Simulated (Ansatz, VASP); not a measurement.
Two plane-wave programs on PbO

```
Pb O
1.0
     3.97440    0.00000    0.00000
     0.00000    3.97440    0.00000
     0.00000    0.00000    5.02200
Pb O
2 2
Cartesian
  0.0000 1.9872 1.1807
  1.9872 0.0000 3.8413
  0.0000 0.0000 0.0000
  1.9872 1.9872 0.0000
```

Alike in both runs: task electric field gradients; functional PBE; k mesh 8 × 8 × 6; occupations fermi-dirac, width 0.03 eV; no spin polarisation.

|  | VASP | Ansatz |
| --- | --- | --- |
| version | VASP 6.6.1 | Ansatz 0.2.0 |
| potentials or method | VASP PAW PBE potentials, release 64 (Pb_d, O) | PAW with Ansatz's default frozen-core files, scalar-relativistic |
| plane-wave cutoff (eV) | 520 | 420 |
| valence electrons in the cell | 40 | 40 |

```tsv
	VASP	Ansatz	Ansatz less VASP
gap on the k mesh at the Fermi level (eV)	1.25	1.24	-0.007
pressure (GPa)	4.9	4.9	-0.09
traceless stress, the component that is largest in VASP (GPa)	-0.67	-0.65	+0.017
rms of the force components (eV/Å)	0.202	0.184	-0.0179
size of Vzz on the site where it differs most (V/Å²)	233.9	226.8	-7.08
```

Atom by atom the forces differ by 0.018 eV/Å (rms over components).

Neither program's run includes spin-orbit coupling.
